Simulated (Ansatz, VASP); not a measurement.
# Ti: VASP beside Ansatz

Contents of POSCAR:

```
Ti
1.0
    0.0000000000      2.1112000000      2.0300000000
    2.1112000000      0.0000000000      2.0300000000
    2.1112000000      2.1112000000      0.0000000000
Ti
1
Direct
    0.0000000000      0.0000000000      0.0000000000
```

Contents of INCAR.step1:

```
SYSTEM = Ti
PREC = Accurate ; ENCUT = 520
ISMEAR = 0 ; SIGMA = 0.15
LREAL = .False. ; LASPH = .True.
NELM = 60 ; NBANDS = 12
GGA = PE ; ALGO = Normal
EDIFF = 1E-4 ; LWAVE = .True.
LCHARG = .False.
```

Contents of INCAR.step2:

```
SYSTEM = Ti
PREC = Accurate ; ENCUT = 520
EDIFF = 1E-7 ; ISMEAR = 0
SIGMA = 0.15 ; LREAL = .False.
LASPH = .True. ; NELM = 60
ALGO = Normal ; ISIF = 2
LWAVE = .False. ; LCHARG = .True.
METAGGA = R2SCAN ; LMIXTAU = .True.
LELF = .True. ; LVHAR = .True.
NBANDS = 12 ; ISTART = 1
```

Contents of KPOINTS:

```
regular mesh
0
Gamma
  20 20 20
  0 0 0
```

Input for Ansatz:

```yaml
crystal:
  lattice:
    - [0.0, 2.1112, 2.03]
    - [2.1112, 0.0, 2.03]
    - [2.1112, 2.1112, 0.0]
  atoms:
    - { symbol: Ti, position: [0.0, 0.0, 0.0] }
basis:
  ecutwfc: 500
kpoints:
  mp_grid: { grid: [20, 20, 20] }
hamiltonian:
  xc: r2scan
scf:
  occupations: { method: gaussian, width: 0.15 }
output:
  forces: true
  stress: true
  eigenvalues: true
```

Change from the starting cell: strain +0.040 along x and y, +0.000 along z, atoms carried along.

Alike in both runs: task single point; functional r2SCAN; k mesh 20 × 20 × 20; occupations gaussian, width 0.15 eV; no spin polarisation.

|  | VASP | Ansatz |
| --- | --- | --- |
| version | VASP 6.6.1 | Ansatz 0.2.0 |
| potentials or method | VASP PAW PBE potentials, release 64 (Ti_sv), cutoff 520 eV | scalar-relativistic, plane waves, PAW |
| valence electrons in the cell | 12 | 12 |

|  | VASP | Ansatz | Ansatz less VASP |
| --- | --- | --- | --- |
| gap on the k mesh at the Fermi level (eV) | none | none | - |
| pressure (GPa) | -3.9 | -4.3 | -0.36 |
| traceless stress, the component that is largest in VASP (GPa) | 0.89 | 0.89 | -0.001 |

VASP's potentials were made for PBE, not for r2SCAN. A gap of «none» marks a metal or a gap that the smearing closes.
